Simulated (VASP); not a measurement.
Here is a VASP 6.6.1 calculation.

Contents of INCAR:

```
PREC = Accurate
ENCUT = 520
EDIFF = 1E-6
ISMEAR = 0
SIGMA = 0.15
LREAL = F
LASPH = T
NELM = 80
ALGO = Normal
ISIF = 2
LWAVE = F
LCHARG = F
GGA = PE
NBANDS = 11
```

File KPOINTS:

```
regular mesh
0
Gamma
  12 12 12
```

Contents of POSCAR:

```
Pt
1.0
    0.0000000000      1.7103831919      2.5655747879
    1.7103831919      0.0000000000      2.5655747879
    1.7103831919      1.7103831919      0.0000000000
Pt
1
Direct
    0.0000000000      0.0000000000      0.0000000000
```

Potentials or basis: VASP PAW PBE potentials, release 64 (Pt).

Command:

```console
$ cat potpaw_PBE.64/Pt/POTCAR > POTCAR
$ mpirun -np 1 vasp_std > vasp.out
```

**Question.** Predict the pressure.

**Answer.** 46.2 GPa.

**Question.** What does it give for the band gap on the k mesh?

**Answer.** Zero (band 5 reaches 14.69 eV, above the bottom of band 6 at 9.33 eV).

Stress tensor (GPa, compression positive):
```
 75.87   0.00   0.00
  0.00  75.87   0.00
  0.00   0.00 -13.04
```

Caveat: spin-orbit coupling is left out, which moves the levels of the heavy elements.
